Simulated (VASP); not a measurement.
Here is a VASP 6.6.1 calculation.

File INCAR:

```
SYSTEM = Si
ALGO = Normal
EDIFF = 1E-7
ENCUT = 520
GGA = PS
ISIF = 2
ISMEAR = 0
LASPH = .TRUE.
LCHARG = .FALSE.
LREAL = Auto
LWAVE = .FALSE.
NBANDS = 48
NELM = 100
PREC = Accurate
SIGMA = 0.05
```

KPOINTS

```
k-points
0
G
  2 2 2
  0 0 0
```

POSCAR

```
Si
1.0
    0.0000000000      5.4300000000      5.4300000000
    5.4300000000      0.0000000000      5.4300000000
    5.4300000000      5.4300000000      0.0000000000
Si
17
Direct
   -0.0023038674     -0.0039880295     -0.0041394107
    0.0873487109      0.1376617864      0.1375058011
   -0.0022962247     -0.0039899632      0.5104522099
    0.1334957643      0.1188303867      0.6238500921
   -0.0022894107      0.5106076427     -0.0041468692
    0.1334993554      0.6240024862      0.1186794659
    0.0232901473      0.4923470534      0.4921960405
    0.1335034991      0.6240014733      0.6238441989
    0.4585737569      0.0139214549      0.0137616022
    0.6189148250      0.1175999079      0.1174547882
    0.5054027624     -0.0123926335      0.5035071823
    0.6189228361      0.1175968692      0.6460504604
    0.5054057090      0.5036581952     -0.0125438306
    0.6189276243      0.6462095764      0.1174423573
    0.5054088398      0.5036554328      0.5035018416
    0.6496173112      0.6169029466      0.6167511971
    0.6972706262      0.2676921731      0.2675284530
```

Potentials or basis: VASP PAW PBE potentials, release 64 (Si).

The run is started by

```bash
$ cat potpaw_PBE.64/Si/POTCAR > POTCAR
$ mpirun -np 1 vasp_std > vasp.out
```

Problem. Estimate the band gap on the k mesh.

Solution. Zero (bands 34 and 35 overlap by 0.14 eV).

Problem. Predict the pressure.

Solution. 3.2 GPa.

Problem. Estimate the largest force.

Solution. 0.261 eV/Å.

Forces on the atoms (eV/Å):
```
Si   0.036  0.004  0.004
Si  -0.096  0.096  0.095
Si  -0.004 -0.036  0.004
Si   0.020 -0.020 -0.027
Si  -0.003  0.004 -0.036
Si   0.020 -0.027 -0.020
Si   0.041 -0.041 -0.041
Si   0.027 -0.020 -0.020
Si  -0.063  0.063  0.063
Si   0.089  0.015  0.015
Si   0.022 -0.022 -0.026
Si  -0.015 -0.089  0.015
Si   0.022 -0.026 -0.022
Si  -0.015  0.015 -0.089
Si   0.026 -0.022 -0.022
Si   0.044 -0.044 -0.045
Si  -0.151  0.151  0.151
```

Caveat: the k points lie up to 0.50 Å⁻¹ apart; the PAW data sets were made with another functional, which shifts forces and pressure a little.
